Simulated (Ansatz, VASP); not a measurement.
# Pt: VASP beside Ansatz

```
CELL_PARAMETERS angstrom
2.80800 0.00000 0.00000
0.00000 2.80800 0.00000
0.00000 0.00000 21.95670
ATOMIC_POSITIONS crystal
Pt 0.25000 0.25000 0.36745
Pt 0.75000 0.75000 0.45538
Pt 0.25000 0.25000 0.54462
Pt 0.75000 0.75000 0.63255
```

Alike in both runs: functional PBE; k mesh 12 × 12 × 1; occupations fermi-dirac, width 0.08 eV; no spin polarisation.

Ansatz relaxed the structure, and its values are those at the end. VASP's run is a single point on that final structure, the one shown.

|  | VASP | Ansatz |
| --- | --- | --- |
| version | VASP 6.6.1 | Ansatz 0.2.0 |
| potentials or method | VASP PAW PBE potentials, release 64 (Pt) | PAW with Ansatz's default frozen-core files, scalar-relativistic |
| plane-wave cutoff (eV) | 520 | 420 |
| valence electrons in the cell | 40 | 72 |

Ansatz gave:

- rms of the force components (eV/Å): 0.001

Question: Which values does VASP return?

Answer: rms of the force components (eV/Å): 0.007.

VASP's potentials hold 40 valence electrons a cell and Ansatz's 72, so a difference there can come from the potentials and not from the codes. Ansatz's warnings: stress scf threshold loose.

Spin-orbit coupling is off throughout.
